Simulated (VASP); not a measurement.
# La (P6_3/mmc) in VASP: further runs, part 2 of 3

VASP 6.6.1. Earlier steps stand in the parts before.

**5. Single point, PBEsol**

This run uses another cell than the first one, of 38.07 Å³/atom.

File INCAR:

```
SYSTEM = La
PREC     = Accurate       ! precision mode
ENCUT    = 520            ! plane-wave cutoff, eV
EDIFF    = 1E-6           ! SCF threshold, eV
ISMEAR   = 0              ! smearing method
SIGMA    = 0.15           ! smearing width, eV
LREAL    = .FALSE.        ! projectors in reciprocal space
LASPH    = .TRUE.         ! aspherical terms in the spheres
NELM     = 100            ! most SCF steps
ALGO     = Fast           ! electronic algorithm
ISIF     = 2              ! what is computed and relaxed
LWAVE    = .FALSE.        ! write WAVECAR
LCHARG   = .FALSE.        ! write CHGCAR
GGA      = PS             ! functional
NBANDS   = 30             ! bands
```

File KPOINTS:

```
Automatic mesh
0
G
  12 12 4
  0 0 0
```

File POSCAR:

```
La
1.0
    3.6612629057      0.0000000000      0.0000000000
   -1.8306314528      3.1707466863      0.0000000000
    0.0000000000      0.0000000000     13.1161000000
La
4
Direct
    0.0000000000      0.0000000000      0.0000000000
    0.0000000000      0.0000000000      0.5000000000
    0.3333333333      0.6666666667      0.2500000000
    0.6666666667      0.3333333333      0.7500000000
```

Potentials or basis: VASP PAW PBE potentials, release 64 (La).

Command:

```sh
$ cat potpaw_PBE.64/La/POTCAR > POTCAR
$ mpirun -np 1 vasp_std > vasp.out
```

OUTCAR:

```text
SYSTEM = La
   PREC = Accurate
   ENCUT = 520
   EDIFF = 1E-6
   ISMEAR = 0
   LREAL = .FALSE.
   LASPH = .TRUE.
   NELM = 100
   ISIF = 2
   GGA = PS

 ion  position               nearest neighbor table
   1  0.000  0.000  0.000-
   2  0.000  0.000  0.500-
   3  0.333  0.667  0.250-
   4  0.667  0.333  0.750-

  LATTYP: Found a hexagonal cell.
 ALAT       =     3.6612629057
 C/A-ratio  =     3.5823977512

  Lattice vectors:

 A1 = (   3.6612629057,   0.0000000000,   0.0000000000)
 A2 = (  -1.8306314528,   3.1707466863,   0.0000000000)
 A3 = (   0.0000000000,   0.0000000000,  13.1161000000)

Analysis of symmetry for initial positions (statically):
=====================================================================
 Subroutine PRICEL returns:
 Original cell was already a primitive cell.

 Routine SETGRP: Setting up the symmetry group for a
 hexagonal supercell.

 Subroutine GETGRP returns: Found 24 space group operations
 (whereof 12 operations were pure point group operations)
 out of a pool of 24 trial point group operations.

The static configuration has the point symmetry D_3d.
 The point group associated with its full space group is D_6h.

Analysis of symmetry for dynamics (positions and initial velocities):
=====================================================================
 Subroutine PRICEL returns:
 Original cell was already a primitive cell.

 Routine SETGRP: Setting up the symmetry group for a
 hexagonal supercell.

 Subroutine GETGRP returns: Found 24 space group operations
 (whereof 12 operations were pure point group operations)
 out of a pool of 24 trial point group operations.

The dynamic configuration has the point symmetry D_3d.
 The point group associated with its full space group is D_6h.

 Subroutine INISYM returns: Found 24 space group operations
 (whereof 12 operations are pure point group operations),
 and found     1 'primitive' translations

----------------------------------------------------------------------------------------

                                     Primitive cell

  volume of cell :     152.2640

  direct lattice vectors                    reciprocal lattice vectors
     3.661262906  0.000000000  0.000000000     0.273129799  0.157691563  0.000000000
    -1.830631453  3.170746686  0.000000000     0.000000000  0.315383125  0.000000000
     0.000000000  0.000000000 13.116100000     0.000000000  0.000000000  0.076242176

  length of vectors
     3.661262906  3.661262906 13.116100000     0.315383125  0.315383125  0.076242176

  position of ions in fractional coordinates (direct lattice)
     0.000000000  0.000000000  0.000000000
     0.000000000  0.000000000  0.500000000
     0.333333333  0.666666667  0.250000000
     0.666666667  0.333333333  0.750000000

  ion indices of the primitive-cell ions
   primitive index   ion index
                 1           1
                 2           2
                 3           3
                 4           4

----------------------------------------------------------------------------------------

 KPOINTS: Automatic mesh

Automatic generation of k-mesh.
 Grid dimensions read from file:
 generate k-points for:   12   12    4

 Generating k-lattice:

  Cartesian coordinates                     Fractional coordinates (reciprocal lattice)
     0.022760817  0.013140964  0.000000000     0.083333333  0.000000000  0.000000000
     0.000000000  0.026281927  0.000000000     0.000000000  0.083333333  0.000000000
     0.000000000  0.000000000  0.019060544     0.000000000  0.000000000  0.250000000

  Length of vectors
     0.026281927  0.026281927  0.019060544

  Shift w.r.t. Gamma in fractional coordinates (k-lattice)
     0.000000000  0.000000000  0.000000000

 Subroutine IBZKPT returns following result:
 ===========================================

 Found     57 irreducible k-points:

 Following reciprocal coordinates:
            Coordinates               Weight
  0.000000  0.000000  0.000000      1.000000
  0.083333  0.000000  0.000000      6.000000
  0.166667 -0.000000  0.000000      6.000000
  0.250000  0.000000  0.000000      6.000000
  0.333333  0.000000  0.000000      6.000000
  0.416667  0.000000  0.000000      6.000000
[... 16 lines left out ...]
  0.250000  0.000000  0.250000     12.000000
  0.333333  0.000000  0.250000     12.000000
 [... further k-points ...]
   k-points           NKPTS =     57   k-points in BZ     NKDIM =     57   number of bands    NBANDS=     30
   number of dos      NEDOS =    301   number of ions     NIONS =      4
   total plane-waves  NPLWV =  76832
   dimension x,y,z NGX =    28 NGY =   28 NGZ =   98
   dimension x,y,z NGXF=    56 NGYF=   56 NGZF=  196
   ions per type =               4
   NGX,Y,Z   is equivalent  to a cutoff of  12.71, 12.71, 12.42 a.u.
   NGXF,Y,Z  is equivalent  to a cutoff of  25.43, 25.43, 24.84 a.u.
 SYSTEM =  La
   PREC   = accura    normal or accurate (medium, high low for compatibility)
   ISTART =      0    job   : 0-new  1-cont  2-samecut
   ICHARG =      2    charge: 1-file 2-atom 10-const
   ISPIN  =      1    spin polarized calculation?
   LNONCOLLINEAR =      F non collinear calculations
   LSORBIT =      F    spin-orbit coupling
   LASPH  =      T    aspherical Exc in radial PAW
   ENCUT  =  520.0 eV  38.22 Ry    6.18 a.u.   6.81  6.81 24.39*2*pi/ulx,y,z
   NELM   =    100;   NELMIN=  2; NELMDL= -5     # of ELM steps
   EDIFF  = 0.1E-05   stopping-criterion for ELM
   LREAL  =      F    real-space projection
   EDIFFG = 0.1E-04   stopping-criterion for IOM
   NSW    =      0    number of steps for IOM
   IBRION =     -1    ionic relax: 0-MD 1-quasi-New 2-CG
   NFREE  =      0    steps in history (QN), initial steepest desc. (CG)
   ISIF   =      2    stress and relaxation
   ISYM   =      2    0-nonsym 1-usesym 2-fastsym
   POTIM  = 0.5000    time-step for ionic-motion
   TEBEG  =    0.0;   TEEND  =   0.0 temperature during run
   PSTRESS=    0.0 pullay stress
   NELECT =      44.0000    total number of electrons
   NUPDOWN=      -1.0000    fix difference up-down
   EMIN   =  10.00;   EMAX   =-10.00  energy-range for DOS
   EFERMI =   0.00;   METHOD = LEGACY
   ISMEAR =     0;   SIGMA  =   0.15  broadening in eV -4-tet -1-fermi 0-gaus
   EFERMI_NEDOS =   21; number of points for ismear=-14 and -15
   IALGO  =     68    algorithm
   IMIX   =      4    mixing-type and parameters
     AMIX     =   0.40;   BMIX     =  1.00
     AMIX_MAG =   1.60;   BMIX_MAG =  1.00
  volume/ion in A,a.u.               =      38.07       256.88
  Fermi-wavevector in a.u.,A,eV,Ry     =   1.082331  2.045309 15.938407  1.171440
  Thomas-Fermi vector in A             =   2.218370
   LORBIT       =      0    0 simple, 1 ext, 2 COOP (PROOUT), +10 PAW based schemes
   GGA     = PS    functional components
   LHFCALC =     F    Hartree Fock is set to
   AEXX    =    0.0000 exact exchange contribution
   IVDW    =     0    specifies the selected vdW correction
   LEPSILON=     F    determine dielectric tensor
   LRPA    =     F    only Hartree local field effects (RPA)
 non-spin polarized calculation
 RMM-DIIS sequential band-by-band and
 Gauss-broadening in eV      SIGMA  =   0.15
  energy-cutoff  :      520.00
  volume of cell :      152.26
 maximum number of plane-waves:      4134
 NGX is ok and might be reduce to    28
   NGX = 13   NGY = 13   NGZ = 49

 number of electron      43.9999994 magnetization

 Free energy of the ion-electron system (eV)
  ---------------------------------------------------
  ext. energy  EPLUGINS =         0.00000000
  ---------------------------------------------------
  free energy    TOTEN  =       -21.13518163 eV

  energy without entropy =      -21.05205718  energy(sigma->0) =      -21.09361940

 E-fermi :   7.4906     XC(G=0):  -9.5782

 val. band max:        7.4842993541   @ k =   0.2500   0.2500   0.2500
 cond. band min:       7.4927468479   @ k =   0.5000   0.0000   0.2500
 fundamental gap:      0.0084474937
 Fermi energy:         7.4906264165

 k-point     1 :       0.0000    0.0000    0.0000
  band No.  band energies     occupation
      1     -25.4001      2.00000
      2     -25.3401      2.00000
      3     -25.3400      2.00000
      4     -25.2788      2.00000
      5      -9.5682      2.00000
      6      -9.0662      2.00000
[... 781 lines left out ...]
     29       9.0980      0.00000
     30       9.2589      0.00000

 [... further k-points ...]

------------------------ aborting loop because EDIFF is reached ----------------------------------------

  FORCE on cell =-STRESS in cart. coord.  units (eV):
  Direction    XX          YY          ZZ          XY          YZ          ZX
  --------------------------------------------------------------------------------------
  -------------------------------------------------------------------------------------
  Total       -0.9661424     -0.9661424     -4.9137659     -0.0000000      0.0000000      0.0000000
  in kB      -10.1661037    -10.1661037    -51.7044427     -0.0000000      0.0000000      0.0000000
  external PRESSURE =     -24.0122167 kB  Pullay stress =       0.0000000 kB

 VOLUME and BASIS-vectors are now :
 -----------------------------------------------------------------------------
  energy-cutoff  :      520.00
  volume of cell :      152.26
      direct lattice vectors                 reciprocal lattice vectors
     3.661262906  0.000000000  0.000000000     0.273129799  0.157691563  0.000000000
    -1.830631453  3.170746686  0.000000000     0.000000000  0.315383125  0.000000000
     0.000000000  0.000000000 13.116100000     0.000000000  0.000000000  0.076242176

 POSITION                                       TOTAL-FORCE (eV/Angst)
 -----------------------------------------------------------------------------------
      0.00000      0.00000      0.00000         0.000000      0.000000      0.000000
      0.00000      0.00000      6.55805         0.000000      0.000000      0.000000
     -0.00000      2.11383      3.27902         0.000000      0.000000      0.000000
      1.83063      1.05692      9.83707        -0.000000     -0.000000     -0.000000
 -----------------------------------------------------------------------------------
    total drift:                                0.000000     -0.000000      0.000000

  FREE ENERGIE OF THE ION-ELECTRON SYSTEM (eV)
  ---------------------------------------------------
  free  energy   TOTEN  =       -21.1351816250 eV

  energy  without entropy=      -21.0520571756  energy(sigma->0) =      -21.09361940
```

Run time: 38 min. Hardware: 1 thread of Intel Xeon Platinum 8259CL at 2.50GHz (Skylake/Cascade Lake), shared host; peak memory 0.41 GiB.

What came out:

- Free energy: -21.1352 eV
- Pressure: -2.4 GPa
- Band gap on the k mesh: zero (bands 22 and 23 overlap by 1.04 eV)

Stress tensor (GPa, compression positive):
```
-1.02  0.00  0.00
 0.00 -1.02  0.00
 0.00  0.00 -5.17
```

Caveat: the PAW data sets were made with another functional, which shifts forces and pressure a little; spin-orbit coupling is left out, which moves the levels of the heavy elements.

(Part 2 of 3 ends here.)
